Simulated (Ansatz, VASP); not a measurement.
## PbS: VASP beside Ansatz

The input INCAR:

```
ALGO = Normal
EDIFF = 1E-7
ENCUT = 520
ISIF = 2
ISMEAR = -1
LASPH = T
LCHARG = F
LREAL = F
LWAVE = F
NBANDS = 17
NELM = 80
PREC = Accurate
SIGMA = 0.01
```

KPOINTS

```
k-points
0
Gamma
  8 8 8
```

The input POSCAR:

```
PbS
1.0
    0.0000000000      3.0231520185      3.0231520185
    3.0231520185      0.0000000000      3.0231520185
    3.0231520185      3.0231520185      0.0000000000
Pb S
1 1
Direct
    0.0000000000      0.0000000000      0.0000000000
    0.5000000000      0.5000000000      0.5000000000
```

Input for Ansatz:

```yaml
crystal:
  lattice:
    - [0.0, 3.0231520185, 3.0231520185]
    - [3.0231520185, 0.0, 3.0231520185]
    - [3.0231520185, 3.0231520185, 0.0]
  atoms:
    - { symbol: Pb, position: [0.0, 0.0, 0.0] }
    - { symbol: S, position: [0.5, 0.5, 0.5] }
kpoints:
  mp_grid: { grid: [8, 8, 8] }
  band_path:
    path:
      - [0.0, 0.0, 0.0]
      - [0.5, 0.0, 0.5]
      - [0.625, 0.25, 0.625]
      - [0.375, 0.375, 0.75]
      - [0.0, 0.0, 0.0]
      - [0.5, 0.5, 0.5]
      - [0.5, 0.25, 0.75]
      - [0.5, 0.0, 0.5]
    npoints: 5
scf:
  occupations: { method: fermi_dirac, width: 0.01 }
hamiltonian:
  xc: lda
  pseudopotentials: { kind: all_electron, lapw: { basis_error: 0.0005 } }
output:
  forces: true
  stress: true
  eigenvalues: true
```

Change from the starting cell: volume scaled by 1.06.

Alike in both runs: task single point; functional LDA; k mesh 8 × 8 × 8; occupations fermi-dirac, width 0.01 eV; no spin polarisation.

|  | VASP | Ansatz |
| --- | --- | --- |
| version | VASP 6.6.1 | Ansatz 0.2.0 |
| potentials or method | VASP PAW LDA potentials, release 64 (Pb_d, S), cutoff 520 eV | all-electron LAPW, scalar-relativistic |

Ansatz gave:

```
gap on the k mesh at the Fermi level (eV) : 0.41
pressure (GPa)                            : -5.3
```

Problem. Which values does VASP return?

Solution. gap on the k mesh at the Fermi level (eV): 0.40; pressure (GPa): -5.3.

LDA's correlation is that of Perdew and Zunger in VASP and of Perdew and Wang (1992) in Ansatz. Ansatz ran all-electron here, and VASP with PAW potentials.

Neither program's run includes spin-orbit coupling.
